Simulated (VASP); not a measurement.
# V (Im-3m) in VASP: further runs

The runs below take V through single point, with HSE06.

Program: VASP 6.6.1. These are calculated values, not measurements. Logs are shortened: lines on timing, memory, paths and dates and some standing lists are left out, and cuts for length are marked.

## 1. The cell of the first run

Symmetry: Im-3m, No. 229, cubic system. Conventional cell: a = 3.000 Å, b = 3.000 Å, c = 3.000 Å, α = 90.00°, β = 90.00°, γ = 90.00°. Within 3.4 Å of V (site symmetry m-3m) lie 14 V at 2.60 to 3.00 Å.

## 2. Single point, HSE06

File POSCAR:

```
V
1.0
   -1.4999668139      1.4999668139      1.4999668139
    1.4999668139     -1.4999668139      1.4999668139
    1.4999668139      1.4999668139     -1.4999668139
V
1
Direct
    0.0000000000      0.0000000000      0.0000000000
```

File INCAR.step1:

```
ALGO = Normal ; EDIFF = 1E-5
ENCUT = 520 ; GGA = PE
ISIF = 2 ; ISMEAR = -1
LASPH = T ; LCHARG = F
LREAL = F ; LWAVE = T
NBANDS = 12 ; NELM = 100
PREC = Accurate ; SIGMA = 0.1
```

File INCAR.step2:

```
ALGO = Normal ; EDIFF = 1E-7
ENCUT = 520 ; GGA = PE
HFSCREEN = 0.2079 ; ISIF = 2
ISMEAR = -1 ; ISTART = 1
LASPH = T ; LCHARG = F
LHFCALC = T ; LREAL = F
LWAVE = F ; NBANDS = 12
NELM = 100 ; PREC = Accurate
PRECFOCK = Normal ; SIGMA = 0.1
```

File KPOINTS:

```
k-points
0
Gamma
  6 6 6
```

Potentials or basis: VASP PAW PBE potentials, release 64 (V_sv).

Command:

```bash
cat potpaw_PBE.64/V_sv/POTCAR > POTCAR
cp INCAR.step1 INCAR
mpirun -np 1 vasp_std > vasp.out
cp INCAR.step2 INCAR
mpirun -np 1 vasp_std > vasp.out
```

OUTCAR:

```text
EDIFF = 1E-7
   ENCUT = 520
   GGA = PE
   HFSCREEN = 0.2079
   ISIF = 2
   ISMEAR = -1
   ISTART = 1
   LASPH = T
   LHFCALC = T
   LREAL = F
   NELM = 100
   PREC = Accurate
   PRECFOCK = Normal

 ion  position               nearest neighbor table
   1  0.000  0.000  0.000-

  LATTYP: Found a body centered cubic cell.
 ALAT       =     2.9999336278

  Lattice vectors:

 A1 = (  -1.4999668139,   1.4999668139,   1.4999668139)
 A2 = (   1.4999668139,  -1.4999668139,   1.4999668139)
 A3 = (   1.4999668139,   1.4999668139,  -1.4999668139)

Analysis of symmetry for initial positions (statically):
=====================================================================
 Subroutine PRICEL returns:
 Original cell was already a primitive cell.

 Routine SETGRP: Setting up the symmetry group for a
 body centered cubic supercell.

 Subroutine GETGRP returns: Found 48 space group operations
 (whereof 48 operations were pure point group operations)
 out of a pool of 48 trial point group operations.

The static configuration has the point symmetry O_h .

Analysis of symmetry for dynamics (positions and initial velocities):
=====================================================================
 Subroutine PRICEL returns:
 Original cell was already a primitive cell.

 Routine SETGRP: Setting up the symmetry group for a
 body centered cubic supercell.

 Subroutine GETGRP returns: Found 48 space group operations
 (whereof 48 operations were pure point group operations)
 out of a pool of 48 trial point group operations.

The dynamic configuration has the point symmetry O_h .

 Subroutine INISYM returns: Found 48 space group operations
 (whereof 48 operations are pure point group operations),
 and found     1 'primitive' translations

----------------------------------------------------------------------------------------

                                     Primitive cell

  volume of cell :      13.4991

  direct lattice vectors                    reciprocal lattice vectors
    -1.499966814  1.499966814  1.499966814     0.000000000  0.333340708  0.333340708
     1.499966814 -1.499966814  1.499966814     0.333340708  0.000000000  0.333340708
     1.499966814  1.499966814 -1.499966814     0.333340708  0.333340708  0.000000000

  length of vectors
[... 83 lines left out ...]
   NUPDOWN=      -1.0000    fix difference up-down
   EMIN   =  10.00;   EMAX   =-10.00  energy-range for DOS
   EFERMI =   0.00;   METHOD = LEGACY
   ISMEAR =    -1;   SIGMA  =   0.10  broadening in eV -4-tet -1-fermi 0-gaus
   EFERMI_NEDOS =   21; number of points for ismear=-14 and -15
   IALGO  =     38    algorithm
   IMIX   =      1    mixing-type and parameters
     AMIX     =   0.40;   BMIX     =  1.00
     AMIX_MAG =   1.60;   BMIX_MAG =  1.00
  volume/ion in A,a.u.               =      13.50        91.10
  Fermi-wavevector in a.u.,A,eV,Ry     =   1.616668  3.055060 35.560417  2.613617
  Thomas-Fermi vector in A             =   2.711218
   LORBIT       =      0    0 simple, 1 ext, 2 COOP (PROOUT), +10 PAW based schemes
   GGA     = PE    functional components
   LHFCALC =     T    Hartree Fock is set to
   PRECFOCK=normal    Normal, Fast or Accurate (Low or Medium for compatibility)
   ENCUT4O =  -1.0   cutoff for four orbital integrals eV
   NKREDX  =     1    reduce k-point grid by
   NKREDY  =     1    reduce k-point grid by
   NKREDZ  =     1    reduce k-point grid by
   AEXX    =    0.2500 exact exchange contribution
   HFSCREEN=    0.2079 screening length (either q_TF or 0.3 A-1)
   HFSCREENC=   0.2079 screening length for correlation (either q_TF or 0.3 A-1)
   ENCUTFOCK=  -1.0 apply spherical cutoff to Coloumb kernel
   IVDW    =     0    specifies the selected vdW correction
   LEPSILON=     F    determine dielectric tensor
   LRPA    =     F    only Hartree local field effects (RPA)
 non-spin polarized calculation
  energy-cutoff  :      520.00
  volume of cell :       13.50
 maximum number of plane-waves:       370
  NGX = 16; NGY = 16; NGZ = 16

 number of electron      12.9999990 magnetization

 Free energy of the ion-electron system (eV)
  ---------------------------------------------------
  ext. energy  EPLUGINS =         0.00000000
  ---------------------------------------------------
  free energy    TOTEN  =       -10.82786809 eV

  energy without entropy =      -10.77211092  energy(sigma->0) =      -10.79998951

 E-fermi :   9.4701     XC(G=0): -10.5431

 val. band max:        9.2310627630   @ k =   0.3333   0.1667   0.0000
 cond. band min:       9.5039137386   @ k =  -0.3333   0.5000   0.1667
 fundamental gap:      0.2728509756
 Fermi energy:         9.4701365576

 k-point     1 :       0.0000    0.0000    0.0000
  band No.  band energies     occupation
      1     -59.3988      2.00000
      2     -30.9820      2.00000
      3     -30.9820      2.00000
      4     -30.9820      2.00000
      5       1.7879      2.00000
      6      10.3268      0.00038
      7      10.3268      0.00038
      8      10.3268      0.00038
      9      12.8771      0.00000
     10      12.8771      0.00000
     11      31.1631      0.00000
     12      31.1631      0.00000
[... 211 lines left out ...]
 k-point    16 :       0.5000    0.5000    0.5000
  band No.  band energies     occupation
      1     -59.0456      2.00000
      2     -31.6275      2.00000
      3     -31.6275      2.00000
      4     -31.6275      2.00000
      5       5.9856      2.00000
      6       5.9856      2.00000
      7      14.0069      0.00000
      8      14.0069      0.00000
      9      14.0069      0.00000
     10      20.5224      0.00000
     11      20.5224      0.00000
     12      20.5224      0.00000

------------------------ aborting loop because EDIFF is reached ----------------------------------------

  FORCE on cell =-STRESS in cart. coord.  units (eV):
  Direction    XX          YY          ZZ          XY          YZ          ZX
  --------------------------------------------------------------------------------------
  -------------------------------------------------------------------------------------
  Total       -0.3233872     -0.3233872     -0.3233872     -0.0000000      0.0000000     -0.0000000
  in kB      -38.3820740    -38.3820740    -38.3820740     -0.0000000      0.0000000     -0.0000000
  external PRESSURE =     -38.3820740 kB  Pullay stress =       0.0000000 kB

 VOLUME and BASIS-vectors are now :
 -----------------------------------------------------------------------------
  energy-cutoff  :      520.00
  volume of cell :       13.50
      direct lattice vectors                 reciprocal lattice vectors
    -1.499966814  1.499966814  1.499966814     0.000000000  0.333340708  0.333340708
     1.499966814 -1.499966814  1.499966814     0.333340708  0.000000000  0.333340708
     1.499966814  1.499966814 -1.499966814     0.333340708  0.333340708  0.000000000

 POSITION                                       TOTAL-FORCE (eV/Angst)
 -----------------------------------------------------------------------------------
      0.00000      0.00000      0.00000         0.000000      0.000000     -0.000000
 -----------------------------------------------------------------------------------
    total drift:                               -0.000000     -0.000000     -0.000000

  FREE ENERGIE OF THE ION-ELECTRON SYSTEM (eV)
  ---------------------------------------------------
  free  energy   TOTEN  =       -10.8278680925 eV

  energy  without entropy=      -10.7721109210  energy(sigma->0) =      -10.79998951
```

OSZICAR.step1:

```text
N       E                     dE             d eps       ncg     rms          rms(c)
DAV:   1     0.935261856158E+02    0.93526E+02   -0.72447E+03   392   0.120E+03
DAV:   2    -0.889260880252E+01   -0.10242E+03   -0.99133E+02   404   0.332E+02
DAV:   3    -0.104005876978E+02   -0.15080E+01   -0.15039E+01   424   0.468E+01
DAV:   4    -0.104079287465E+02   -0.73410E-02   -0.73409E-02   420   0.352E+00
DAV:   5    -0.104080192576E+02   -0.90511E-04   -0.90511E-04   416   0.366E-01    0.182E+01
DAV:   6    -0.900551523257E+01    0.14025E+01   -0.30397E+00   392   0.294E+01    0.158E+00
DAV:   7    -0.898635170549E+01    0.19164E-01   -0.28778E-02   400   0.200E+00    0.904E-01
DAV:   8    -0.897797882752E+01    0.83729E-02   -0.59886E-03   408   0.118E+00    0.139E-01
DAV:   9    -0.897806421581E+01   -0.85388E-04   -0.99739E-05   408   0.145E-01    0.416E-02
DAV:  10    -0.897806661919E+01   -0.24034E-05   -0.11935E-05   384   0.407E-02
   1 F= -.89780666E+01 E0= -.89359283E+01  d E =-.842766E-01
```

Run time: 28 min. Hardware: 1 thread of AMD EPYC 7R13, shared host; peak memory 0.2 GiB.

What came out:

| Item | Value |
| --- | --- |
| Free energy | -10.8279 eV |
| Pressure | -3.8 GPa |
| Band gap on the k mesh | zero (an odd number of electrons rules out a gap without spin polarisation) |

Caveat: the k points lie up to 0.49 Å⁻¹ apart, too coarse for converged energies and pressures of a metal; the PAW data sets were made with another functional, which shifts forces and pressure a little.

[end of part 1 of 2]

The gap in the log of VASP goes by the Fermi energy; the results here count the filled bands.